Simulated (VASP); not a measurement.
Wanted: the native input for a VASP 6.6.1 run.

```yaml
Task: single point
Functional: PBE
Potentials_or_basis: VASP PAW PBE potentials, release 64 (In_d, S)
Cutoff: 520 eV
k_mesh: 3 × 3 × 2
Occupations: gaussian, width 0.1 eV
Spin: no spin polarisation
Dipole_correction: no
Further_INCAR_settings: ALGO = Normal; EDIFF = 1e-06; NBANDS = 62
```

The structure of In3S2 lies in POSCAR:

```
In3S2
1.0
    5.4308455280      0.0000000000      0.0000000000
   -2.7154227640      4.7032501913      0.0000000000
    0.0000000000      0.0000000000     10.8319940870
In S
6 4
Direct
    0.3333333333      0.6666666667      0.7562312297
    0.3333333333      0.6666666667      0.2437687703
    0.6666666667      0.3333333333      0.2437687703
    0.6666666667      0.3333333333      0.7562312297
    0.0000000000      0.0000000000      0.7326426594
    0.0000000000      0.0000000000      0.2673573406
    0.0000000000      0.0000000000      0.5000000000
    0.3333333333      0.6666666667      0.0000000000
    0.6666666667      0.3333333333      0.0000000000
    0.0000000000      0.0000000000      0.0000000000
```

One way to write it, as run:

INCAR

```
SYSTEM = In3S2
ALGO     = Normal         ! electronic algorithm
EDIFF    = 1E-6           ! SCF threshold, eV
ENCUT    = 520            ! plane-wave cutoff, eV
GGA      = PE             ! functional
ISIF     = 2              ! what is computed and relaxed
ISMEAR   = 0              ! smearing method
LASPH    = .TRUE.         ! aspherical terms in the spheres
LCHARG   = .FALSE.        ! write CHGCAR
LREAL    = .FALSE.        ! projectors in reciprocal space
LWAVE    = .FALSE.        ! write WAVECAR
NBANDS   = 62             ! bands
NELM     = 60             ! most SCF steps
PREC     = Accurate       ! precision mode
SIGMA    = 0.1            ! smearing width, eV
```

KPOINTS

```
k-points
0
G
  3 3 2
  0 0 0
```

Potentials or basis: VASP PAW PBE potentials, release 64 (In_d, S).

Command:

```console
$ cat potpaw_PBE.64/In_d/POTCAR potpaw_PBE.64/S/POTCAR > POTCAR
$ mpirun -np 1 vasp_std > vasp.out
```

It gave:

| Item | Value |
| --- | --- |
| Pressure | 0.1 GPa |
| Largest force | 0.008 eV/Å |
| Band gap on the k mesh | zero (band 51 reaches 5.15 eV, above the bottom of band 52 at 4.21 eV) |

Caveat: the k points lie up to 0.45 Å⁻¹ apart; spin-orbit coupling is left out, which moves the levels of the heavy elements.

It took 73 s on 1 thread of Intel(R) Xeon(R) Platinum 8559C (Emerald Rapids), on a shared host, peak memory 0.38 GiB.
